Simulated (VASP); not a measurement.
# Fe (Fm-3m) in VASP: single point with PBE

Aim: the single point of Fe with PBE.

All numbers are computed with VASP 6.6.1; they aren't measurements. Logs are shortened: lines on timing, memory, paths and dates and some standing lists are left out, and cuts for length are marked.

## Step 1: The cell of the first run

Symmetry: Fm-3m, No. 225, cubic system. The conventional cell has a = 3.616 Å, b = 3.616 Å, c = 3.616 Å, α = 90.00°, β = 90.00°, γ = 90.00°. Within 3.4 Å of Fe (site symmetry m-3m) lie 12 Fe at 2.56 Å.

## Step 2: Single point, PBE, collinear spin, ferromagnetic start

Input file INCAR:

```
SYSTEM = Fe
PREC     = Accurate       ! precision mode
ENCUT    = 520            ! plane-wave cutoff, eV
EDIFF    = 1E-6           ! SCF threshold, eV
ISMEAR   = 0              ! smearing method
SIGMA    = 0.05           ! smearing width, eV
LREAL    = .False.        ! projectors in reciprocal space
LASPH    = .True.         ! aspherical terms in the spheres
NELM     = 150            ! most SCF steps
ALGO     = Normal         ! electronic algorithm
ISIF     = 2              ! what is computed and relaxed
LWAVE    = .False.        ! write WAVECAR
LCHARG   = .False.        ! write CHGCAR
ISPIN    = 2              ! spin polarisation
MAGMOM   = 2.5            ! initial moments
LORBIT   = 11             ! projections on sites
LMAXMIX  = 4              ! l up to which the mixer works
GGA      = PE             ! functional
NBANDS   = 14             ! bands
```

Input file KPOINTS:

```
regular mesh
0
Gamma
  10 10 10
  0 0 0
```

Input file POSCAR:

```
Fe
1.0
    0.0000000000      1.8079891795      1.8079891795
    1.8079891795      0.0000000000      1.8079891795
    1.8079891795      1.8079891795      0.0000000000
Fe
1
Direct
    0.0000000000      0.0000000000      0.0000000000
```

Potentials or basis: VASP PAW PBE potentials, release 64 (Fe).

Launch:

```
$ cat potpaw_PBE.64/Fe/POTCAR > POTCAR
$ mpirun -np 1 vasp_std > vasp.out
```

OUTCAR:

```text
SYSTEM = Fe
   PREC = Accurate
   ENCUT = 520
   EDIFF = 1E-6
   ISMEAR = 0
   LREAL = .False.
   LASPH = .True.
   NELM = 150
   ISIF = 2
   ISPIN = 2
   LORBIT = 11
   GGA = PE

 ion  position               nearest neighbor table
   1  0.000  0.000  0.000-

  LATTYP: Found a face centered cubic cell.
 ALAT       =     3.6159783590

  Lattice vectors:

 A1 = (   0.0000000000,   1.8079891795,   1.8079891795)
 A2 = (   1.8079891795,   0.0000000000,   1.8079891795)
 A3 = (   1.8079891795,   1.8079891795,   0.0000000000)

Analysis of symmetry for initial positions (statically):
=====================================================================
 Subroutine PRICEL returns:
 Original cell was already a primitive cell.

 Routine SETGRP: Setting up the symmetry group for a
 face centered cubic supercell.

 Subroutine GETGRP returns: Found 48 space group operations
 (whereof 48 operations were pure point group operations)
 out of a pool of 48 trial point group operations.

The static configuration has the point symmetry O_h .

Analysis of symmetry for dynamics (positions and initial velocities):
=====================================================================
 Subroutine PRICEL returns:
 Original cell was already a primitive cell.

 Routine SETGRP: Setting up the symmetry group for a
 face centered cubic supercell.

 Subroutine GETGRP returns: Found 48 space group operations
 (whereof 48 operations were pure point group operations)
 out of a pool of 48 trial point group operations.

The dynamic configuration has the point symmetry O_h .

Analysis of structural, dynamic, and magnetic symmetry:
=====================================================================
 Subroutine PRICEL returns:
 Original cell was already a primitive cell.

 Routine SETGRP: Setting up the symmetry group for a
 face centered cubic supercell.

 Subroutine GETGRP returns: Found 48 space group operations
 (whereof 48 operations were pure point group operations)
 out of a pool of 48 trial point group operations.

The overall configuration has the point symmetry O_h .

 Subroutine INISYM returns: Found 48 space group operations
 (whereof 48 operations are pure point group operations),
 and found     1 'primitive' translations

----------------------------------------------------------------------------------------

                                     Primitive cell

  volume of cell :      11.8200

  direct lattice vectors                    reciprocal lattice vectors
     0.000000000  1.807989180  1.807989180    -0.276550328  0.276550328  0.276550328
     1.807989180  0.000000000  1.807989180     0.276550328 -0.276550328  0.276550328
     1.807989180  1.807989180  0.000000000     0.276550328  0.276550328 -0.276550328

  length of vectors
     2.556882818  2.556882818  2.556882818     0.478999218  0.478999218  0.478999218

  position of ions in fractional coordinates (direct lattice)
     0.000000000  0.000000000  0.000000000

  ion indices of the primitive-cell ions
   primitive index   ion index
                 1           1

----------------------------------------------------------------------------------------

 KPOINTS: regular mesh

Automatic generation of k-mesh.
 Grid dimensions read from file:
 generate k-points for:   10   10   10

 Generating k-lattice:

  Cartesian coordinates                     Fractional coordinates (reciprocal lattice)
    -0.027655033  0.027655033  0.027655033     0.100000000  0.000000000  0.000000000
     0.027655033 -0.027655033  0.027655033     0.000000000  0.100000000  0.000000000
     0.027655033  0.027655033 -0.027655033     0.000000000  0.000000000  0.100000000

  Length of vectors
     0.047899922  0.047899922  0.047899922

  Shift w.r.t. Gamma in fractional coordinates (k-lattice)
     0.000000000  0.000000000  0.000000000

 Subroutine IBZKPT returns following result:
 ===========================================

 Found     47 irreducible k-points:

 Following reciprocal coordinates:
            Coordinates               Weight
  0.000000  0.000000  0.000000      1.000000
  0.100000  0.000000  0.000000      8.000000
  0.200000  0.000000  0.000000      8.000000
  0.300000  0.000000  0.000000      8.000000
  0.400000  0.000000  0.000000      8.000000
  0.500000  0.000000  0.000000      4.000000
[... 16 lines left out ...]
  0.300000  0.300000  0.000000      6.000000
  0.400000  0.300000  0.000000     24.000000
 [... further k-points ...]
   k-points           NKPTS =     47   k-points in BZ     NKDIM =     47   number of bands    NBANDS=     14
   number of dos      NEDOS =    301   number of ions     NIONS =      1
   total plane-waves  NPLWV =   8000
   dimension x,y,z NGX =    20 NGY =   20 NGZ =   20
   dimension x,y,z NGXF=    40 NGYF=   40 NGZF=   40
   ions per type =               1
   NGX,Y,Z   is equivalent  to a cutoff of  13.00, 13.00, 13.00 a.u.
   NGXF,Y,Z  is equivalent  to a cutoff of  26.01, 26.01, 26.01 a.u.
 SYSTEM =  Fe
   PREC   = accura    normal or accurate (medium, high low for compatibility)
   ISTART =      0    job   : 0-new  1-cont  2-samecut
   ICHARG =      2    charge: 1-file 2-atom 10-const
   ISPIN  =      2    spin polarized calculation?
   LNONCOLLINEAR =      F non collinear calculations
   LSORBIT =      F    spin-orbit coupling
   LASPH  =      T    aspherical Exc in radial PAW
   ENCUT  =  520.0 eV  38.22 Ry    6.18 a.u.   4.75  4.75  4.75*2*pi/ulx,y,z
   NELM   =    150;   NELMIN=  2; NELMDL= -5     # of ELM steps
   EDIFF  = 0.1E-05   stopping-criterion for ELM
   LREAL  =      F    real-space projection
   EDIFFG = 0.1E-04   stopping-criterion for IOM
   NSW    =      0    number of steps for IOM
   IBRION =     -1    ionic relax: 0-MD 1-quasi-New 2-CG
   NFREE  =      0    steps in history (QN), initial steepest desc. (CG)
   ISIF   =      2    stress and relaxation
   ISYM   =      2    0-nonsym 1-usesym 2-fastsym
   POTIM  = 0.5000    time-step for ionic-motion
   TEBEG  =    0.0;   TEEND  =   0.0 temperature during run
   PSTRESS=    0.0 pullay stress
   NELECT =       8.0000    total number of electrons
   NUPDOWN=      -1.0000    fix difference up-down
   EMIN   =  10.00;   EMAX   =-10.00  energy-range for DOS
   EFERMI =   0.00;   METHOD = LEGACY
   ISMEAR =     0;   SIGMA  =   0.05  broadening in eV -4-tet -1-fermi 0-gaus
   EFERMI_NEDOS =   21; number of points for ismear=-14 and -15
   IALGO  =     38    algorithm
   IMIX   =      4    mixing-type and parameters
     AMIX     =   0.40;   BMIX     =  1.00
     AMIX_MAG =   1.60;   BMIX_MAG =  1.00
  volume/ion in A,a.u.               =      11.82        79.77
  Fermi-wavevector in a.u.,A,eV,Ry     =   1.437360  2.716217 28.109702  2.066005
  Thomas-Fermi vector in A             =   2.556447
   LORBIT       =     11    0 simple, 1 ext, 2 COOP (PROOUT), +10 PAW based schemes
   GGA     = PE    functional components
   LHFCALC =     F    Hartree Fock is set to
   AEXX    =    0.0000 exact exchange contribution
   IVDW    =     0    specifies the selected vdW correction
   LEPSILON=     F    determine dielectric tensor
   LRPA    =     F    only Hartree local field effects (RPA)
 spin polarized calculation
 Gauss-broadening in eV      SIGMA  =   0.05
  energy-cutoff  :      520.00
  volume of cell :       11.82
 maximum number of plane-waves:       332
   NGX =  9   NGY =  9   NGZ =  9

 number of electron       8.0000005 magnetization       0.0007530

 number of electron       8.0000005 magnetization      -0.0005311

 Free energy of the ion-electron system (eV)
  ---------------------------------------------------
  ext. energy  EPLUGINS =         0.00000000
  ---------------------------------------------------
  free energy    TOTEN  =        -7.89690095 eV

  energy without entropy =       -7.89173030  energy(sigma->0) =       -7.89431563

 E-fermi :   5.3239     XC(G=0): -12.9439

 val. band max:        5.3220742819   @ k =   0.4000   0.2000   0.1000
 cond. band min:       5.3280493601   @ k =   0.4000   0.3000   0.1000
 fundamental gap:      0.0059750782
 Fermi energy:         5.3239079443

 spin component 1

 k-point     1 :       0.0000    0.0000    0.0000
  band No.  band energies     occupation
      1      -2.7243      1.00000
      2       3.9827      1.00000
      3       3.9827      1.00000
      4       3.9827      1.00000
      5       5.2361      0.99350
      6       5.2361      0.99350
      7      27.4019      0.00000
      8      31.8922      0.00000
      9      31.8922      0.00000
     10      31.8922      0.00000
     11      34.7889      0.00000
     12      34.7889      0.00000
     13      34.7889      0.00000
     14      36.9044      0.00000
[... 375 lines left out ...]
 k-point    24 :       0.4000    0.3000    0.0000
  band No.  band energies     occupation
      1       1.3474      1.00000
      2       2.3648      1.00000
      3       4.6386      1.00000
      4       5.4194      0.00346
      5       6.0492      0.00000
      6       6.5337      0.00000
      7      19.4426      0.00000
      8      20.5881      0.00000
      9      22.1425      0.00000
     10      26.2135      0.00000
     11      30.8746      0.00000
     12      43.5898      0.00000
     13      44.0425      0.00000
     14      48.8315      0.00000

 [... further k-points ...]

 spin component 2

 k-point     1 :       0.0000    0.0000    0.0000
  band No.  band energies     occupation
      1      -2.7243      1.00000
      2       3.9824      1.00000
      3       3.9824      1.00000
      4       3.9824      1.00000
      5       5.2351      0.99399
      6       5.2351      0.99399
      7      27.4021      0.00000
      8      31.8921      0.00000
      9      31.8921      0.00000
     10      31.8921      0.00000
     11      34.7889      0.00000
     12      34.7889      0.00000
     13      34.7889      0.00000
     14      36.9047      0.00000
[... 375 lines left out ...]
 k-point    24 :       0.4000    0.3000    0.0000
  band No.  band energies     occupation
      1       1.3470      1.00000
      2       2.3646      1.00000
      3       4.6382      1.00000
      4       5.4188      0.00364
      5       6.0485      0.00000
      6       6.5333      0.00000
      7      19.4425      0.00000
      8      20.5879      0.00000
      9      22.1425      0.00000
     10      26.2135      0.00000
     11      30.8745      0.00000
     12      43.5898      0.00000
     13      44.0425      0.00000
     14      48.8316      0.00000

 [... further k-points ...]

------------------------ aborting loop because EDIFF is reached ----------------------------------------

  FORCE on cell =-STRESS in cart. coord.  units (eV):
  Direction    XX          YY          ZZ          XY          YZ          ZX
  --------------------------------------------------------------------------------------
  -------------------------------------------------------------------------------------
  Total       -2.1386190     -2.1386190     -2.1386190     -0.0000000      0.0000000     -0.0000000
  in kB     -289.8855228   -289.8855228   -289.8855228     -0.0000000      0.0000000     -0.0000000
  external PRESSURE =    -289.8855228 kB  Pullay stress =       0.0000000 kB

 VOLUME and BASIS-vectors are now :
 -----------------------------------------------------------------------------
  energy-cutoff  :      520.00
  volume of cell :       11.82
      direct lattice vectors                 reciprocal lattice vectors
     0.000000000  1.807989180  1.807989180    -0.276550328  0.276550328  0.276550328
     1.807989180  0.000000000  1.807989180     0.276550328 -0.276550328  0.276550328
     1.807989180  1.807989180  0.000000000     0.276550328  0.276550328 -0.276550328

 POSITION                                       TOTAL-FORCE (eV/Angst)
 -----------------------------------------------------------------------------------
      0.00000      0.00000      0.00000         0.000000      0.000000      0.000000
 -----------------------------------------------------------------------------------
    total drift:                               -0.000000      0.000000      0.000000

  FREE ENERGIE OF THE ION-ELECTRON SYSTEM (eV)
  ---------------------------------------------------
  free  energy   TOTEN  =        -7.8969009520 eV

  energy  without entropy=       -7.8917303049  energy(sigma->0) =       -7.89431563

 total charge

# of ion       s       p       d       tot
------------------------------------------
    1        0.469   0.494   6.217   7.180

 magnetization (x)

# of ion       s       p       d       tot
------------------------------------------
    1       -0.000   0.000  -0.001  -0.001
```

Wall time 1.9 min (1 thread of Intel Xeon Platinum 8259CL at 2.50GHz (Skylake/Cascade Lake), shared host); peak memory 0.14 GiB.

What came out:

```yaml
Free_energy: -7.8969 eV
Pressure: -29.0 GPa
Band_gap_on_the_k_mesh: zero (filled and empty bands overlap)
Net_moment: 0.00 μB per cell
Valence_electrons_inside_the_program's_atomic_spheres: Fe 7.18
```

Caveat: the starting moments collapsed, and a magnetic state may lie lower.
